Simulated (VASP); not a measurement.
# Y3AlN4 (P-43m) in VASP: further runs

Runs on Y3AlN4. Level: PBE. Tasks: single point.

All numbers are computed with VASP 6.6.1; they aren't measurements. Logs are shortened: lines on timing, memory, paths and dates and some standing lists are left out, and cuts for length are marked.

### 1 The cell of the first run

Symmetry: P-43m, No. 215, cubic system. The conventional cell has a = 5.040 Å, b = 5.040 Å, c = 5.040 Å, α = 90.00°, β = 90.00°, γ = 90.00°. Y (site symmetry -42m) has 4 N at 2.18 Å within 2.9 Å. Al (site symmetry -43m) has 4 N at 2.18 Å within 2.9 Å. Within 2.9 Å of N (site symmetry 3m) lie 3 Y at 2.18 Å and 1 Al at 2.18 Å.

### 2 Single point, PBE

File INCAR:

```
ALGO     = Normal         # electronic algorithm
EDIFF    = 1E-7           # SCF threshold, eV
ENCUT    = 520            # plane-wave cutoff, eV
GGA      = PE             # functional
ISIF     = 2              # what is computed and relaxed
ISMEAR   = 0              # smearing method
LASPH    = T              # aspherical terms in the spheres
LCHARG   = F              # write CHGCAR
LREAL    = F              # projectors in reciprocal space
LWAVE    = F              # write WAVECAR
NBANDS   = 38             # bands
NELM     = 80             # most SCF steps
PREC     = Accurate       # precision mode
SIGMA    = 0.1            # smearing width, eV
```

File KPOINTS:

```
k-points
0
Gamma
  4 4 4
```

File POSCAR:

```
Y3AlN4
1.0
    5.0398178000      0.0000000000      0.0000000000
    0.0000000000      5.0398178000      0.0000000000
    0.0000000000      0.0000000000      5.0398178000
Y Al N
3 1 4
Direct
    0.5000000000      0.0000000000      0.0000000000
    0.0000000000      0.0000000000      0.5000000000
    0.0000000000      0.5000000000      0.0000000000
    0.5000000000      0.5000000000      0.5000000000
    0.7500000000      0.2500000000      0.7500000000
    0.7500000000      0.7500000000      0.2500000000
    0.2500000000      0.2500000000      0.2500000000
    0.2500000000      0.7500000000      0.7500000000
```

Potentials or basis: VASP PAW PBE potentials, release 64 (Y_sv, Al, N).

Command:

```sh
$ cat potpaw_PBE.64/Y_sv/POTCAR potpaw_PBE.64/Al/POTCAR potpaw_PBE.64/N/POTCAR > POTCAR
$ mpirun -np 1 vasp_std > vasp.out
```

OUTCAR:

```text
EDIFF = 1E-7
   ENCUT = 520
   GGA = PE
   ISIF = 2
   ISMEAR = 0
   LASPH = T
   LREAL = F
   NELM = 80
   PREC = Accurate

 ion  position               nearest neighbor table
   1  0.500  0.000  0.000-   5 2.18   6 2.18   7 2.18   8 2.18   3 3.56   4 3.56   2 3.56   2 3.56
                             4 3.56   3 3.56   4 3.56   4 3.56   2 3.56   3 3.56   2 3.56   3 3.56
   2  0.000  0.000  0.500-   5 2.18   6 2.18   7 2.18   8 2.18   3 3.56   4 3.56   1 3.56   1 3.56
                             3 3.56   3 3.56   4 3.56   3 3.56   1 3.56   4 3.56   1 3.56   4 3.56
   3  0.000  0.500  0.000-   5 2.18   6 2.18   7 2.18   8 2.18   2 3.56   4 3.56   1 3.56   2 3.56
                             4 3.56   1 3.56   2 3.56   2 3.56   1 3.56   4 3.56   4 3.56   1 3.56
   4  0.500  0.500  0.500-   5 2.18   6 2.18   7 2.18   8 2.18   2 3.56   3 3.56   1 3.56   1 3.56
                             3 3.56   1 3.56   2 3.56   1 3.56   2 3.56   3 3.56   3 3.56   2 3.56
   5  0.750  0.250  0.750-   1 2.18   2 2.18   3 2.18   4 2.18
   6  0.750  0.750  0.250-   1 2.18   2 2.18   3 2.18   4 2.18
   7  0.250  0.250  0.250-   1 2.18   2 2.18   3 2.18   4 2.18
   8  0.250  0.750  0.750-   1 2.18   2 2.18   3 2.18   4 2.18

  LATTYP: Found a simple cubic cell.
 ALAT       =     5.0398178000

  Lattice vectors:

 A1 = (   5.0398178000,   0.0000000000,   0.0000000000)
 A2 = (   0.0000000000,   5.0398178000,   0.0000000000)
 A3 = (   0.0000000000,   0.0000000000,   5.0398178000)

Analysis of symmetry for initial positions (statically):
=====================================================================
 Subroutine PRICEL returns:
 Original cell was already a primitive cell.

 Routine SETGRP: Setting up the symmetry group for a
 simple cubic supercell.

 Subroutine GETGRP returns: Found 24 space group operations
 (whereof 24 operations were pure point group operations)
 out of a pool of 48 trial point group operations.

The static configuration has the point symmetry T_d .

Analysis of symmetry for dynamics (positions and initial velocities):
=====================================================================
 Subroutine PRICEL returns:
 Original cell was already a primitive cell.

 Routine SETGRP: Setting up the symmetry group for a
 simple cubic supercell.

 Subroutine GETGRP returns: Found 24 space group operations
 (whereof 24 operations were pure point group operations)
 out of a pool of 48 trial point group operations.

The dynamic configuration has the point symmetry T_d .

 Subroutine INISYM returns: Found 24 space group operations
 (whereof 24 operations are pure point group operations),
 and found     1 'primitive' translations
[... 100 lines left out ...]
   POTIM  = 0.5000    time-step for ionic-motion
   TEBEG  =    0.0;   TEEND  =   0.0 temperature during run
   PSTRESS=    0.0 pullay stress
   NELECT =      56.0000    total number of electrons
   NUPDOWN=      -1.0000    fix difference up-down
   EMIN   =  10.00;   EMAX   =-10.00  energy-range for DOS
   EFERMI =   0.00;   METHOD = LEGACY
   ISMEAR =     0;   SIGMA  =   0.10  broadening in eV -4-tet -1-fermi 0-gaus
   EFERMI_NEDOS =   21; number of points for ismear=-14 and -15
   IALGO  =     38    algorithm
   IMIX   =      4    mixing-type and parameters
     AMIX     =   0.40;   BMIX     =  1.00
     AMIX_MAG =   1.60;   BMIX_MAG =  1.00
  volume/ion in A,a.u.               =      16.00       107.98
  Fermi-wavevector in a.u.,A,eV,Ry     =   1.242766  2.348487 21.013751  1.544467
  Thomas-Fermi vector in A             =   2.377106
   LORBIT       =      0    0 simple, 1 ext, 2 COOP (PROOUT), +10 PAW based schemes
   GGA     = PE    functional components
   LHFCALC =     F    Hartree Fock is set to
   AEXX    =    0.0000 exact exchange contribution
   IVDW    =     0    specifies the selected vdW correction
   LEPSILON=     F    determine dielectric tensor
   LRPA    =     F    only Hartree local field effects (RPA)
 non-spin polarized calculation
 Gauss-broadening in eV      SIGMA  =   0.10
  energy-cutoff  :      520.00
  volume of cell :      128.01
 maximum number of plane-waves:      3468
 NGX is ok and might be reduce to    40
   NGX = 19   NGY = 19   NGZ = 19

 number of electron      56.0000012 magnetization

 Free energy of the ion-electron system (eV)
  ---------------------------------------------------
  ext. energy  EPLUGINS =         0.00000000
  ---------------------------------------------------
  free energy    TOTEN  =       -65.63666560 eV

  energy without entropy =      -65.63666560  energy(sigma->0) =      -65.63666560

 E-fermi :   3.6213     XC(G=0): -10.1704

 val. band max:        3.1046331390   @ k =   0.0000   0.0000   0.0000
 cond. band min:       4.2043361848   @ k =   0.0000   0.0000   0.0000
 fundamental gap:      1.0997030459
 Fermi energy:         3.6212915040

 k-point     1 :       0.0000    0.0000    0.0000
  band No.  band energies     occupation
      1     -36.8444      2.00000
      2     -36.7453      2.00000
      3     -36.7453      2.00000
      4     -17.6154      2.00000
      5     -17.6154      2.00000
      6     -17.6154      2.00000
[... 399 lines left out ...]
     37       9.4293      0.00000
     38       9.4293      0.00000

------------------------ aborting loop because EDIFF is reached ----------------------------------------

  FORCE on cell =-STRESS in cart. coord.  units (eV):
  Direction    XX          YY          ZZ          XY          YZ          ZX
  --------------------------------------------------------------------------------------
  -------------------------------------------------------------------------------------
  Total        5.3850004      5.3850004      5.3850004      0.0000000      0.0000000      0.0000000
  in kB       67.3987454     67.3987454     67.3987454      0.0000000      0.0000000      0.0000000
  external PRESSURE =      67.3987454 kB  Pullay stress =       0.0000000 kB

 VOLUME and BASIS-vectors are now :
 -----------------------------------------------------------------------------
  energy-cutoff  :      520.00
  volume of cell :      128.01
      direct lattice vectors                 reciprocal lattice vectors
     5.039817800  0.000000000  0.000000000     0.198419871  0.000000000  0.000000000
     0.000000000  5.039817800  0.000000000     0.000000000  0.198419871  0.000000000
     0.000000000  0.000000000  5.039817800     0.000000000  0.000000000  0.198419871

 POSITION                                       TOTAL-FORCE (eV/Angst)
 -----------------------------------------------------------------------------------
      2.51991      0.00000      0.00000        -0.000000      0.000000      0.000000
      0.00000      0.00000      2.51991        -0.000000      0.000000      0.000000
      0.00000      2.51991      0.00000        -0.000000      0.000000      0.000000
      2.51991      2.51991      2.51991        -0.000000      0.000000      0.000000
      3.77986      1.25995      3.77986        -1.522993      1.522993     -1.522993
      3.77986      3.77986      1.25995        -1.522993     -1.522993      1.522993
      1.25995      1.25995      1.25995         1.522993      1.522993      1.522993
      1.25995      3.77986      3.77986         1.522993     -1.522993     -1.522993
 -----------------------------------------------------------------------------------
    total drift:                               -0.000000      0.000000     -0.000000

  FREE ENERGIE OF THE ION-ELECTRON SYSTEM (eV)
  ---------------------------------------------------
  free  energy   TOTEN  =       -65.6366656042 eV

  energy  without entropy=      -65.6366656042  energy(sigma->0) =      -65.63666560
```

OSZICAR:

```text
N       E                     dE             d eps       ncg     rms          rms(c)
DAV:   1     0.344917769867E+03    0.34492E+03   -0.27991E+04   760   0.143E+03
DAV:   2    -0.472431238913E+02   -0.39216E+03   -0.37603E+03   988   0.354E+02
DAV:   3    -0.789955610187E+02   -0.31752E+02   -0.31536E+02  1040   0.831E+01
DAV:   4    -0.811688685211E+02   -0.21733E+01   -0.21698E+01  1192   0.179E+01
DAV:   5    -0.812049209925E+02   -0.36052E-01   -0.36051E-01   958   0.254E+00    0.723E+01
DAV:   6    -0.655189988862E+02    0.15686E+02   -0.87682E+01   888   0.394E+01    0.625E+01
DAV:   7    -0.656406486509E+02   -0.12165E+00   -0.79888E+00   968   0.116E+01    0.351E+01
DAV:   8    -0.656765482003E+02   -0.35900E-01   -0.86032E-01   978   0.454E+00    0.180E+00
DAV:   9    -0.656363477802E+02    0.40200E-01   -0.32097E-01   992   0.199E+00    0.690E-01
DAV:  10    -0.656364629664E+02   -0.11519E-03   -0.21713E-02   912   0.738E-01    0.256E-01
DAV:  11    -0.656366364605E+02   -0.17349E-03   -0.14799E-03  1056   0.199E-01    0.166E-01
DAV:  12    -0.656366732286E+02   -0.36768E-04   -0.35436E-04  1044   0.865E-02    0.129E-01
DAV:  13    -0.656366652017E+02    0.80268E-05   -0.32266E-05   968   0.260E-02    0.143E-02
DAV:  14    -0.656366650949E+02    0.10684E-06   -0.96190E-06   966   0.158E-02    0.600E-03
DAV:  15    -0.656366655702E+02   -0.47530E-06   -0.59033E-07   928   0.474E-03    0.127E-03
DAV:  16    -0.656366656042E+02   -0.34052E-07   -0.49519E-08   636   0.119E-03
   1 F= -.65636666E+02 E0= -.65636666E+02  d E =-.675439E-14
```

stdout:

```text
POSCAR found type information on POSCAR Y AlN
 POSCAR found :  3 types and       8 ions
 scaLAPACK will be used
 LDA part: xc-table for (Slater+PW92), standard interpolation
 POSCAR, INCAR and KPOINTS ok, starting setup
 FFT: planning ... GRIDC
 FFT: planning ... GRID_SOFT
 FFT: planning ... GRID
 WAVECAR not read
 entering main loop
```

Wall time 96 s (1 thread of Intel Xeon Platinum 8259CL at 2.50GHz (Skylake/Cascade Lake), shared host); peak memory 0.26 GiB.

What came out:

| Property | Result |
| --- | --- |
| Free energy | -65.6367 eV |
| Pressure | 6.7 GPa |
| Band gap on the k mesh | 1.10 eV, direct |

Levels at points of the mesh, in eV from the valence-band top:
```tsv
k point	band 25	band 26	band 27	band 28	band 29	band 30	band 31	band 32
(0.00, 0.00, 0.00)	-1.34	0.00	0.00	0.00	1.10	2.69	2.69	2.69
(0.50, 0.00, 0.00)	-0.90	-0.90	-0.34	-0.34	2.64	2.64	3.21	3.27
(0.50, 0.50, 0.00)	-1.11	-1.02	-0.96	-0.96	3.79	3.79	4.29	4.56
(0.50, 0.50, 0.50)	-1.06	-0.92	-0.92	-0.92	3.53	4.90	4.93	4.93
```

### 3 Single point, PBE

This run uses another cell than the first one, of 16.20 Å³/atom, 1.012 times its volume.

File INCAR:

```
SYSTEM = Y3AlN4
PREC = Accurate
ENCUT = 520
EDIFF = 1E-7
ISMEAR = 0
SIGMA = 0.1
LREAL = .FALSE.
LASPH = .TRUE.
NELM = 100
ALGO = Normal
ISIF = 2
LWAVE = .FALSE.
LCHARG = .FALSE.
GGA = PE
NBANDS = 38
```

File KPOINTS:

```
regular mesh
0
G
  4 4 4
  0 0 0
```

File POSCAR:

```
Y3AlN4
1.0
    5.0605583148      0.0000000000      0.0000000000
    0.0000000000      5.0605583148      0.0000000000
    0.0000000000      0.0000000000      5.0605583148
Y Al N
3 1 4
Direct
    0.5000000000      0.0000000000      0.0000000000
    0.0000000000      0.0000000000      0.5000000000
    0.0000000000      0.5000000000      0.0000000000
    0.5000000000      0.5000000000      0.5000000000
    0.7274156383      0.2725843617      0.7274156383
    0.7274156383      0.7274156383      0.2725843617
    0.2725843617      0.2725843617      0.2725843617
    0.2725843617      0.7274156383      0.7274156383
```

Potentials or basis: VASP PAW PBE potentials, release 64 (Y_sv, Al, N).

Command:

```sh
$ cat potpaw_PBE.64/Y_sv/POTCAR potpaw_PBE.64/Al/POTCAR potpaw_PBE.64/N/POTCAR > POTCAR
$ mpirun -np 1 vasp_std > vasp.out
```

Wall time 83 s (1 thread of Intel Xeon Platinum 8259CL at 2.50GHz (Skylake/Cascade Lake), shared host); peak memory 0.27 GiB.

It converged, with:

```yaml
Free_energy: -66.7950 eV
Pressure: -0.1 GPa
Largest_force: 0.006 eV/Å
Band_gap_on_the_k_mesh: 0.70 eV, direct
```

Forces in eV/Å, atoms in the order of the input:
```
Y    0.000  0.000  0.000
Y    0.000  0.000  0.000
Y    0.000  0.000  0.000
Al   0.000  0.000  0.000
N   -0.003  0.003 -0.003
N   -0.003 -0.003  0.003
N    0.003  0.003  0.003
N    0.003 -0.003 -0.003
```

Levels at points of the mesh, in eV from the valence-band top:
| k point | band 26 | band 27 | band 28 | band 29 | band 30 | band 31 |
| --- | --- | --- | --- | --- | --- | --- |
| (0.00, 0.00, 0.00) | 0.00 | 0.00 | 0.00 | 0.70 | 2.62 | 2.62 |
| (0.50, 0.00, 0.00) | -0.90 | -0.43 | -0.43 | 2.27 | 2.27 | 2.53 |
| (0.50, 0.50, 0.00) | -1.02 | -1.02 | -0.86 | 3.02 | 3.18 | 3.18 |
| (0.50, 0.50, 0.50) | -1.07 | -1.07 | -1.07 | 3.06 | 4.24 | 4.24 |

### 4 Single point, PBE

This run uses another cell than the first one, of 16.21 Å³/atom, 1.013 times its volume.

File INCAR:

```
PREC = Accurate
ENCUT = 520
EDIFF = 1E-6
ISMEAR = 0
SIGMA = 0.02
LREAL = F
LASPH = T
NELM = 60
ALGO = Normal
ISIF = 2
LWAVE = F
LCHARG = F
GGA = PE
NBANDS = 38
```

File KPOINTS:

```
Automatic mesh
0
Gamma
  6 6 6
```

File POSCAR:

```
Y3AlN4
1.0
    5.0620483435      0.0000000000      0.0000000000
    0.0000000000      5.0620483435      0.0000000000
    0.0000000000      0.0000000000      5.0620483435
Y Al N
3 1 4
Direct
    0.5000000000      0.0000000000      0.0000000000
    0.0000000000      0.0000000000      0.5000000000
    0.0000000000      0.5000000000      0.0000000000
    0.5000000000      0.5000000000      0.5000000000
    0.7273729388      0.2726270612      0.7273729388
    0.7273729388      0.7273729388      0.2726270612
    0.2726270612      0.2726270612      0.2726270612
    0.2726270612      0.7273729388      0.7273729388
```

Command:

```sh
$ cat potpaw_PBE.64/Y_sv/POTCAR potpaw_PBE.64/Al/POTCAR potpaw_PBE.64/N/POTCAR > POTCAR
$ mpirun -np 1 vasp_std > vasp.out
```

It took 2.1 min on 1 thread of Intel Xeon Platinum 8259CL at 2.50GHz (Skylake/Cascade Lake), shared host; peak memory 0.3 GiB.

It converged, with:

- Free energy: -66.7954 eV
- Pressure: -0.2 GPa
- Band gap on the k mesh: 0.70 eV, direct

Forces in eV/Å, atoms in the order of the input:
```
Y    0.000  0.000  0.000
Y    0.000  0.000  0.000
Y    0.000  0.000  0.000
Al   0.000  0.000  0.000
N    0.001 -0.001  0.001
N    0.001  0.001 -0.001
N   -0.001 -0.001 -0.001
N   -0.001  0.001  0.001
```

Levels at points of the mesh, in eV from the valence-band top:
| k point | band 25 | band 26 | band 27 | band 28 | band 29 | band 30 | band 31 | band 32 |
| --- | --- | --- | --- | --- | --- | --- | --- | --- |
| (0.00, 0.00, 0.00) | -1.56 | 0.00 | 0.00 | 0.00 | 0.70 | 2.62 | 2.62 | 2.62 |
| (0.50, 0.00, 0.00) | -0.90 | -0.90 | -0.43 | -0.43 | 2.27 | 2.27 | 2.53 | 2.93 |
| (0.50, 0.50, 0.00) | -1.20 | -1.01 | -1.01 | -0.85 | 3.02 | 3.18 | 3.18 | 3.58 |
| (0.50, 0.50, 0.50) | -1.11 | -1.06 | -1.06 | -1.06 | 3.06 | 4.23 | 4.23 | 4.23 |

### 5 Summary

```csv
cell,k mesh,smearing,gap on the mesh (eV),pressure (GPa)
"a = 5.040 Å, 8 atoms",4 × 4 × 4,gaussian 0.1 eV,1.10,6.7
"a = 5.061 Å, 8 atoms",4 × 4 × 4,gaussian 0.1 eV,0.70,-0.1
"a = 5.062 Å, 8 atoms",6 × 6 × 6,gaussian 0.02 eV,0.70,-0.2
```

Alike in all rows: task single point; level PBE; potentials or basis VASP PAW PBE potentials, release 64 (Y_sv, Al, N); no spin polarisation; cutoff (eV) 520.

Absolute energies hang on the potentials; compare differences alone.
